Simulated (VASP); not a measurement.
The system is HfC.

```
Hf C
1.0
     0.00000    2.32500    2.32500
     2.32500    0.00000    2.32500
     2.32500    2.32500    0.00000
Hf C
1 1
Direct
  0.50000 0.50000 0.50000
  0.00000 0.00000 0.00000
```

| Item | Value |
| --- | --- |
| Program | VASP 6.6.1 |
| Task | relaxation of cell and atoms |
| Functional | HF |
| Potentials or basis | VASP PAW PBE potentials, release 64 (Hf_pv, C) |
| Cutoff | 600 eV |
| k mesh | 5 × 5 × 5 |
| Occupations | fermi-dirac, width 0.05 eV |
| Spin | no spin polarisation |

At the start: pressure 8.4 GPa; volume 12.57 Å³/atom.

Question: How do energy, volume and symmetry change on relaxing?

Answer: Over 4 steps the energy falls by 10.2 meV/atom and the volume is 12.97 Å³/atom (+3.2 %); space group Fm-3m (No. 225, to 0.1 Å) before and after.

The path:
```tsv
step	energy change (eV)	largest force (eV/Å)	pressure (GPa)	volume (Å³)
1	0.0000	0.0000	8.39	25.14
2	0.0559	0.0000	-13.92	27.61
3	-0.0204	0.0000	-0.17	25.95
4	-0.0205	0.0000	-0.03	25.94
```

Final structure:
```cif
data_structure
_symmetry_space_group_name_H-M 'P 1'
_symmetry_Int_Tables_number 1
_cell_length_a 3.3226
_cell_length_b 3.3226
_cell_length_c 3.3226
_cell_angle_alpha 60.000
_cell_angle_beta 60.000
_cell_angle_gamma 60.000
_cell_volume 25.94
loop_
_atom_site_label
_atom_site_type_symbol
_atom_site_fract_x
_atom_site_fract_y
_atom_site_fract_z
_atom_site_occupancy
Hf1 Hf 0.50000 0.50000 0.50000 1
C1 C 0.00000 0.00000 0.00000 1
```

Caveat: the k points lie up to 0.46 Å⁻¹ apart in the final cell, too coarse for converged energies and pressures of a metal; the PAW data sets were made with another functional, which shifts forces and pressure a little.
